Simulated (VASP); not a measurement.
# AgCl (R-3m) in VASP: a series of runs, part 2 of 2

VASP 6.6.1.

## (4) Single point, PBEsol

File INCAR:

```
SYSTEM = AgCl
PREC = Accurate ; ENCUT = 520
EDIFF = 1E-6 ; ISMEAR = 0
SIGMA = 0.05 ; LREAL = .False.
LASPH = .True. ; NELM = 80
ALGO = Normal ; ISIF = 2
LWAVE = .False. ; LCHARG = .False.
GGA = PS ; NBANDS = 16
```

File KPOINTS:

```
Automatic mesh
0
Gamma
  12 12 12
  0 0 0
```

File POSCAR:

```
AgCl
1.0
    3.4188187446      0.0614400305      0.0614400305
    0.0614400305      3.4188187446      0.0614400305
    0.0614400305      0.0614400305      3.4188187446
Ag Cl
1 1
Direct
    0.0000000000      0.0000000000      0.0000000000
    0.5000000000      0.5000000000      0.5000000000
```

Potentials or basis: VASP PAW PBE potentials, release 64 (Ag, Cl).

Launch:

```
$ cat potpaw_PBE.64/Ag/POTCAR potpaw_PBE.64/Cl/POTCAR > POTCAR
$ mpirun -np 1 vasp_std > vasp.out
```

OUTCAR:

```text
SYSTEM = AgCl
   PREC = Accurate
   ENCUT = 520
   EDIFF = 1E-6
   ISMEAR = 0
   LREAL = .False.
   LASPH = .True.
   NELM = 80
   ISIF = 2
   GGA = PS

 ion  position               nearest neighbor table
   1  0.000  0.000  0.000-   2 2.93   2 2.93   2 2.93   2 2.93   2 2.93   2 2.93   2 3.07   2 3.07

   2  0.500  0.500  0.500-   1 2.93   1 2.93   1 2.93   1 2.93   1 2.93   1 2.93   1 3.07   1 3.07

  LATTYP: Found a trigonal (rhomboedric) cell.
 ALAT       =     3.4199227130
 COS(alpha) =     0.0362418088

  Lattice vectors:

 A1 = (   3.4188187446,   0.0614400305,   0.0614400305)
 A2 = (   0.0614400305,   3.4188187446,   0.0614400305)
 A3 = (   0.0614400305,   0.0614400305,   3.4188187446)

Analysis of symmetry for initial positions (statically):
=====================================================================
 Subroutine PRICEL returns:
 Original cell was already a primitive cell.

 Routine SETGRP: Setting up the symmetry group for a
 trigonal (rhombohedral) supercell.

 Subroutine GETGRP returns: Found 12 space group operations
 (whereof 12 operations were pure point group operations)
 out of a pool of 12 trial point group operations.

The static configuration has the point symmetry D_3d.

Analysis of symmetry for dynamics (positions and initial velocities):
=====================================================================
 Subroutine PRICEL returns:
 Original cell was already a primitive cell.

 Routine SETGRP: Setting up the symmetry group for a
 trigonal (rhombohedral) supercell.

 Subroutine GETGRP returns: Found 12 space group operations
 (whereof 12 operations were pure point group operations)
 out of a pool of 12 trial point group operations.

The dynamic configuration has the point symmetry D_3d.

 Subroutine INISYM returns: Found 12 space group operations
 (whereof 12 operations are pure point group operations),
 and found     1 'primitive' translations

----------------------------------------------------------------------------------------

[... 107 lines left out ...]
   ISMEAR =     0;   SIGMA  =   0.05  broadening in eV -4-tet -1-fermi 0-gaus
   EFERMI_NEDOS =   21; number of points for ismear=-14 and -15
   IALGO  =     38    algorithm
   IMIX   =      4    mixing-type and parameters
     AMIX     =   0.40;   BMIX     =  1.00
     AMIX_MAG =   1.60;   BMIX_MAG =  1.00
  volume/ion in A,a.u.               =      19.96       134.70
  Fermi-wavevector in a.u.,A,eV,Ry     =   1.255341  2.372250 21.441149  1.575880
  Thomas-Fermi vector in A             =   2.389102
   LORBIT       =      0    0 simple, 1 ext, 2 COOP (PROOUT), +10 PAW based schemes
   GGA     = PS    functional components
   LHFCALC =     F    Hartree Fock is set to
   AEXX    =    0.0000 exact exchange contribution
   IVDW    =     0    specifies the selected vdW correction
   LEPSILON=     F    determine dielectric tensor
   LRPA    =     F    only Hartree local field effects (RPA)
 non-spin polarized calculation
 Gauss-broadening in eV      SIGMA  =   0.05
  energy-cutoff  :      520.00
  volume of cell :       39.92
 maximum number of plane-waves:      1087
 NGX is ok and might be reduce to    28
   NGX = 13   NGY = 13   NGZ = 13

 number of electron      17.9999999 magnetization

 Free energy of the ion-electron system (eV)
  ---------------------------------------------------
  ext. energy  EPLUGINS =         0.00000000
  ---------------------------------------------------
  free energy    TOTEN  =        -5.78734847 eV

  energy without entropy =       -5.78734847  energy(sigma->0) =       -5.78734847

 E-fermi :   4.2406     XC(G=0): -10.6910

 val. band max:        4.0732806437   @ k =   0.5000  -0.0000  -0.0000
 cond. band min:       4.3997380998   @ k =   0.0000   0.0000   0.0000
 fundamental gap:      0.3264574560
 Fermi energy:         4.2405725479

 k-point     1 :       0.0000    0.0000    0.0000
  band No.  band energies     occupation
      1     -10.7013      2.00000
      2       1.1553      2.00000
      3       1.1553      2.00000
      4       2.1154      2.00000
      5       2.1154      2.00000
      6       2.1658      2.00000
[... 433 lines left out ...]
      3       0.8123      2.00000
      4       1.1983      2.00000
      5       1.4363      2.00000
      6       2.0762      2.00000
[... 8 lines left out ...]
     15      18.8631      0.00000
     16      20.3580      0.00000

 [... further k-points ...]
[... 5 lines left out ...]
  --------------------------------------------------------------------------------------
  -------------------------------------------------------------------------------------
  Total       -1.0116220     -1.0116220     -1.0116220      0.1288594      0.1288594      0.1288594
  in kB      -40.5991142    -40.5991142    -40.5991142      5.1714762      5.1714762      5.1714762
  external PRESSURE =     -40.5991142 kB  Pullay stress =       0.0000000 kB

 VOLUME and BASIS-vectors are now :
 -----------------------------------------------------------------------------
  energy-cutoff  :      520.00
  volume of cell :       39.92
      direct lattice vectors                 reciprocal lattice vectors
     3.418818745  0.061440030  0.061440030     0.292684403 -0.005167012 -0.005167012
     0.061440030  3.418818745  0.061440030    -0.005167012  0.292684403 -0.005167012
     0.061440030  0.061440030  3.418818745    -0.005167012 -0.005167012  0.292684403

 POSITION                                       TOTAL-FORCE (eV/Angst)
 -----------------------------------------------------------------------------------
      0.00000      0.00000      0.00000        -0.000000     -0.000000      0.000000
      1.77085      1.77085      1.77085         0.000000      0.000000      0.000000
 -----------------------------------------------------------------------------------
    total drift:                                0.000000      0.000000      0.000000

  FREE ENERGIE OF THE ION-ELECTRON SYSTEM (eV)
  ---------------------------------------------------
  free  energy   TOTEN  =        -5.7873484732 eV

  energy  without entropy=       -5.7873484718  energy(sigma->0) =       -5.78734847
```

stdout:

```text
POSCAR found type information on POSCAR AgCl
 POSCAR found :  2 types and       2 ions
 scaLAPACK will be used
 -----------------------------------------------------------------------------
|                                                                             |
|                                                                             |
|     You enforced a specific xc type in the INCAR file but a different       |
|     I HOPE YOU KNOW WHAT YOU ARE DOING!                                     |
|                                                                             |
 -----------------------------------------------------------------------------

 LDA part: xc-table for (Slater+PW92), standard interpolation
 POSCAR, INCAR and KPOINTS ok, starting setup
 FFT: planning ... GRIDC
 FFT: planning ... GRID_SOFT
 FFT: planning ... GRID
 WAVECAR not read
 entering main loop
```

Run time: 92 s. Hardware: 1 thread of AMD EPYC 7R43 (Zen 3), shared host; peak memory 0.21 GiB.

What came out:

- Free energy: -5.7873 eV
- Pressure: -4.1 GPa
- Band gap on the k mesh: 0.33 eV, indirect (least direct gap 1.85 eV)

Caveat: the PAW data sets were made with another functional, which shifts forces and pressure a little. A k mesh can miss the band edges.

## (5) Single point, PBEsol

This run uses another cell than the first one, of 17.99 Å³/atom, 0.901 times its volume.

File INCAR:

```
SYSTEM = AgCl
PREC     = Accurate       ! precision mode
ENCUT    = 520            ! plane-wave cutoff, eV
EDIFF    = 1E-6           ! SCF threshold, eV
ISMEAR   = 0              ! smearing method
SIGMA    = 0.05           ! smearing width, eV
LREAL    = .FALSE.        ! projectors in reciprocal space
LASPH    = .TRUE.         ! aspherical terms in the spheres
NELM     = 80             ! most SCF steps
ALGO     = Normal         ! electronic algorithm
ISIF     = 2              ! what is computed and relaxed
LWAVE    = .FALSE.        ! write WAVECAR
LCHARG   = .FALSE.        ! write CHGCAR
GGA      = PS             ! functional
NBANDS   = 16             ! bands
```

File KPOINTS:

```
regular mesh
0
G
  12 12 12
  0 0 0
```

File POSCAR:

```
AgCl
1.0
    3.3023085741      0.0593462112      0.0593462112
    0.0593462112      3.3023085741      0.0593462112
    0.0593462112      0.0593462112      3.3023085741
Ag Cl
1 1
Direct
    0.0000000000      0.0000000000      0.0000000000
    0.5000000000      0.5000000000      0.5000000000
```

Launch:

```
$ cat potpaw_PBE.64/Ag/POTCAR potpaw_PBE.64/Cl/POTCAR > POTCAR
$ mpirun -np 1 vasp_std > vasp.out
```

Wall time 3.3 min (1 thread of AMD EPYC, shared host); peak memory 0.21 GiB.

Results (log left out):

```yaml
Free_energy: -5.8204 eV
Pressure: 1.9 GPa
Band_gap_on_the_k_mesh: 0.36 eV, indirect (least direct gap 2.25 eV)
```

Stress tensor (GPa, compression positive):
```
1.86 0.40 0.40
0.40 1.86 0.40
0.40 0.40 1.86
```

Levels at points of the mesh, in eV from the valence-band top:
```tsv
k point	band 7	band 8	band 9	band 10	band 11	band 12
(0.00, 0.00, 0.00)	-2.15	-2.15	-1.89	0.36	9.03	9.03
(0.50, 0.00, 0.00)	-1.76	-0.25	0.00	4.62	5.90	8.59
(0.50, 0.50, 0.00)	-2.53	-1.84	-1.30	2.45	8.92	9.34
(0.50, 0.50, 0.50)	-0.50	-0.20	-0.20	3.77	4.26	4.26
```

Caveat: the PAW data sets were made with another functional, which shifts forces and pressure a little.

## (6) Summary

| cell | gap on the mesh (eV) | pressure (GPa) |
| --- | --- | --- |
| a = 3.418 Å, angles 89.0°, 2 atoms | 0.36 | -4.1 |
| a = 3.420 Å, angles 92.0°, 2 atoms | 0.32 | -4.0 |
| a = 3.420 Å, angles 87.9°, 2 atoms | 0.33 | -4.1 |
| a = 3.303 Å, angles 87.9°, 2 atoms | 0.36 | 1.9 |

Alike in all rows: task single point; level PBEsol; potentials or basis VASP PAW PBE potentials, release 64 (Ag, Cl); no spin polarisation; k mesh 12 × 12 × 12; cutoff (eV) 520; smearing gaussian 0.05 eV.

Caveats: the PAW data sets were made with another functional, which shifts forces and pressure a little.

Absolute energies hang on the potentials; compare differences alone.
